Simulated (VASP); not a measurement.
Ta:

```
Ta
1.0
    -1.65128    1.65128    1.65128
     1.65128   -1.65128    1.65128
     1.65128    1.65128   -1.65128
Ta
1
Cartesian
  0.0000 0.0000 0.0000
```

| Item | Value |
| --- | --- |
| Program | VASP 6.6.1 |
| Task | relaxation of volume and atoms at fixed shape |
| Functional | LDA |
| Potentials or basis | VASP PAW LDA potentials, release 64 (Ta_sv_GW) |
| Cutoff | 500 eV |
| k mesh | 10 × 10 × 10 |
| Occupations | fermi-dirac, width 0.1 eV |
| Spin | no spin polarisation |

At the start: pressure -8.3 GPa; volume 18.01 Å³/atom.

Problem. Where does the relaxation end?

Solution. Over 4 steps the energy falls by 18.6 meV/atom and the volume is 17.31 Å³/atom (-3.9 %); space group Im-3m (No. 229, to 0.1 Å) before and after.

Step by step:
```
step  energy change (eV)  largest force (eV/Å)  pressure (GPa)  volume (Å³)
   1              0.0000                0.0000           -8.27        18.01
   2              0.1016                0.0000           25.42        15.70
   3             -0.0185                0.0000           -0.37        17.34
   4             -0.0186                0.0000           -0.01        17.31
```

Final structure:
```
Ta
1.0
    -1.62966    1.62966    1.62966
     1.62966   -1.62966    1.62966
     1.62966    1.62966   -1.62966
Ta
1
Direct
  0.00000 0.00000 0.00000
```
